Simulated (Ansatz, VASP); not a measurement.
**CuNi2 in VASP and in Ansatz**

```
CELL_PARAMETERS angstrom
2.49918 0.00000 0.00000
-1.24959 2.16435 0.00000
0.00000 0.00000 12.46068
ATOMIC_POSITIONS crystal
Cu 0.33333 0.66667 0.75000
Cu 0.66667 0.33333 0.25000
Ni 0.33333 0.66667 0.08059
Ni 0.33333 0.66667 0.41941
Ni 0.66667 0.33333 0.91941
Ni 0.66667 0.33333 0.58059
```

Alike in both runs: functional PBE; k mesh 6 × 6 × 2; occupations gaussian, width 0.1 eV; collinear spin.

Ansatz relaxed the structure, and its values are those at the end. VASP's run is a single point on that final structure, the one shown.

|  | VASP | Ansatz |
| --- | --- | --- |
| version | VASP 6.6.1 | Ansatz 0.2.0 |
| potentials or method | VASP PAW PBE potentials, release 64 (Cu, Ni), cutoff 520 eV | scalar-relativistic, plane waves, PAW |
| valence electrons in the cell | 62 | 110 |

Ansatz gave:

| Property | Result |
| --- | --- |
| gap on the k mesh at the Fermi level (eV) | none |
| pressure (GPa) | 0.1 |
| rms of the force components (eV/Å) | 0.010 |
| net moment per atom (μB) | 0.36 |
| size of the moment on the site where the two differ most (μB) | 0.57 |

Problem. What did VASP give for the same quantities?

Solution. gap on the k mesh at the Fermi level (eV): none; pressure (GPa): 0.3; rms of the force components (eV/Å): 0.008; net moment per atom (μB): 0.35; size of the moment on the site where the two differ most (μB): 0.54.

Site moments also hang on the region over which each program counts them. A gap of «none» marks a metal or a gap that the smearing closes. VASP's potentials hold 62 valence electrons a cell and Ansatz's 110, so a difference there can come from the potentials and not from the codes.

The k mesh is coarse, so the values compare programs but aren't converged.
